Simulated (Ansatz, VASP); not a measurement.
**One calculation of Si2Mo, two programs**

```
Si Mo
1.0
    -1.59500    1.59500    3.91105
     1.59500   -1.59500    3.91105
     1.59500    1.59500   -3.91105
Si Mo
2 1
Direct
  0.33505 0.33505 0.00000
  0.66495 0.66495 0.00000
  0.00000 0.00000 0.00000
```

Alike in both runs: task single point; functional PBEsol; k mesh 14 × 14 × 14; occupations fermi-dirac, width 0.08 eV; no spin polarisation.

```csv
,VASP,Ansatz
version,VASP 6.6.1,Ansatz 0.2.0
potentials or method,"VASP PAW PBE potentials, release 64 (Si, Mo_sv)","PAW with Ansatz's default frozen-core files, scalar-relativistic"
plane-wave cutoff (eV),520,420
valence electrons in the cell,22,22
```

Ansatz gave:

- pressure (GPa): 0.0

Problem. Which values does VASP return?

Solution. Pressure (GPa): 0.4.

VASP's potentials were made for PBE, not for PBEsol. With one functional, cell and mesh, what is left measures potentials, basis and numerics. Ansatz's warnings: optics on partly filled bands.
